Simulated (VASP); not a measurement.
## H12CO8: single point with PBEsol

The system is H12CO8.

```
CELL_PARAMETERS angstrom
6.26583 0.00000 0.00000
0.00000 6.26583 0.00000
0.00000 0.00000 6.26583
ATOMIC_POSITIONS crystal
O 0.88260 0.77174 0.00829
O 0.42820 0.32085 0.87495
O 0.65955 0.07868 0.21695
O 0.76617 0.47234 0.73352
O 0.66366 0.53771 0.36463
O 0.30550 0.58902 0.15435
O 0.42430 0.89426 0.62665
O 0.12089 0.05601 0.48642
H 0.81119 0.66563 0.89508
H 0.03570 0.72838 0.00292
H 0.55381 0.40019 0.81440
H 0.51834 0.20864 0.94513
H 0.76103 0.19164 0.22688
H 0.72808 0.97293 0.11962
H 0.88565 0.37261 0.72996
H 0.70960 0.48247 0.55646
H 0.72838 0.68028 0.34356
H 0.52245 0.55131 0.27205
H 0.19021 0.56538 0.25483
H 0.33632 0.44499 0.07964
C 0.27987 0.96990 0.54692
```

```
Program                : VASP 6.6.1
Task                   : single point
Functional             : PBEsol
Potentials or basis    : VASP PAW PBE potentials, release 64 (O, H, C)
Cutoff                 : 520 eV
k mesh                 : 1 × 1 × 1
Occupations            : fermi-dirac, width 0.02 eV
Spin                   : no spin polarisation
Dipole correction      : no
Further INCAR settings : ALGO = Normal; EDIFF = 1e-06; NBANDS = 48
```

```
Pressure      : -0.1 GPa
Largest force : 5.112 eV/Å
```

Forces on the atoms (eV/Å):
```
O   -0.208 -1.304 -1.201
O    0.019 -1.175  1.010
O   -0.854 -0.857 -0.745
O    0.243  0.172 -1.447
O   -0.458  0.714 -1.095
O    0.331 -0.450  0.106
O    3.042 -1.871  1.232
O    1.219 -0.734 -0.050
H    0.952  0.940  1.005
H   -0.622  0.402  0.176
H    0.145  0.340 -0.226
H   -0.866  0.068  0.142
H    0.673  0.879  0.256
H    0.286 -0.077  0.219
H   -0.050 -0.065  0.182
H    0.196  0.410  1.172
H   -0.004 -0.415 -0.049
H    0.448 -0.062  1.022
H   -0.196 -0.119  0.276
H   -0.095  0.512 -0.872
C   -4.200  2.693 -1.114
```

Stress tensor (GPa, compression positive):
```
 0.10  1.03 -0.70
 1.03  0.04 -1.06
-0.70 -1.06 -0.56
```

Levels at points of the mesh, in eV from the Fermi level:
| k point | band 30 | band 31 | band 32 | band 33 | band 34 | band 35 |
| --- | --- | --- | --- | --- | --- | --- |
| (0.00, 0.00, 0.00) | -0.90 | -0.82 | -0.53 | 3.89 | 5.83 | 6.06 |

Wall time 28 s on 1 thread of Intel(R) Xeon(R) Platinum 8259CL CPU @ 2.50GHz (Skylake/Cascade Lake), on a shared host, peak memory 0.31 GiB.

Caveat: the k points lie up to 1.00 Å⁻¹ apart, too coarse for converged energies, forces and pressures; the PAW data sets were made with another functional, which shifts forces and pressure a little.
